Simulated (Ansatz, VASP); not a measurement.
# One calculation of BN, two programs

```
B N
1.0
     0.00000    1.80256    1.80256
     1.80256    0.00000    1.80256
     1.80256    1.80256    0.00000
B N
1 1
Direct
  0.00000 0.00000 0.00000
  0.25000 0.25000 0.25000
```

Alike in both runs: task single point; functional r2SCAN; k mesh 12 × 12 × 12; occupations gaussian, width 0.02 eV; no spin polarisation.

|  | VASP | Ansatz |
| --- | --- | --- |
| version | VASP 6.6.1 | Ansatz 0.2.0 |
| potentials or method | VASP PAW PBE potentials, release 64 (B_h, N_h), cutoff 1460 eV | scalar-relativistic, plane waves, PAW |
| valence electrons in the cell | 8 | 8 |

```tsv
	VASP	Ansatz	Ansatz less VASP
gap on the k mesh at the Fermi level (eV)	5.00	5.00	-0.005
least direct gap on the mesh (eV)	9.59	9.60	+0.006
pressure (GPa)	1.0	1.2	+0.18
```

VASP's potentials were made for PBE, not for r2SCAN.
